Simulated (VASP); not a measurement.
A run of VASP 6.6.1:

Contents of INCAR:

```
SYSTEM = LaPSe4
PREC = Accurate ; ENCUT = 500
EDIFF = 1E-6 ; ISMEAR = 0
SIGMA = 0.15 ; LREAL = .False.
LASPH = .True. ; NELM = 200
ALGO = Normal ; ISIF = 2
LWAVE = .False. ; LCHARG = .True.
GGA = PE ; LELF = .True.
LVHAR = .True. ; NBANDS = 29
GGA_COMPAT = .False. ; LMAXMIX = 6
```

KPOINTS

```
Automatic mesh
0
Gamma
  3 3 3
  0 0 0
```

POSCAR

```
LaPSe4
1.0
    0.0000000000      4.0706155345      4.0706155345
    4.0706155345      0.0000000000      4.0706155345
    4.0706155345      4.0706155345      0.0000000000
La P Se
1 1 4
Direct
    0.7500000000      0.7500000000      0.7500000000
    0.5000000000      0.5000000000      0.5000000000
    0.6186259590      0.1271246803      0.1271246803
    0.1271246803      0.6186259590      0.1271246803
    0.1271246803      0.1271246803      0.6186259590
    0.1271246803      0.1271246803      0.1271246803
```

Potentials or basis: VASP PAW PBE potentials, release 64 (La, P, Se).

Run with:

```console
$ cat potpaw_PBE.64/La/POTCAR potpaw_PBE.64/P/POTCAR potpaw_PBE.64/Se/POTCAR > POTCAR
$ mpirun -np 1 vasp_std > vasp.out
```

Hardware: 1 thread of Intel(R) Xeon(R) 6975P-C (Granite Rapids) (shared host).

**Question.** Estimate the wall time of this run.

**Answer.** Wall time 23 s on 1 thread of Intel(R) Xeon(R) 6975P-C (Granite Rapids), with other jobs on the host, peak memory 0.25 GiB. Counts: scf iterations 14, k points 4.
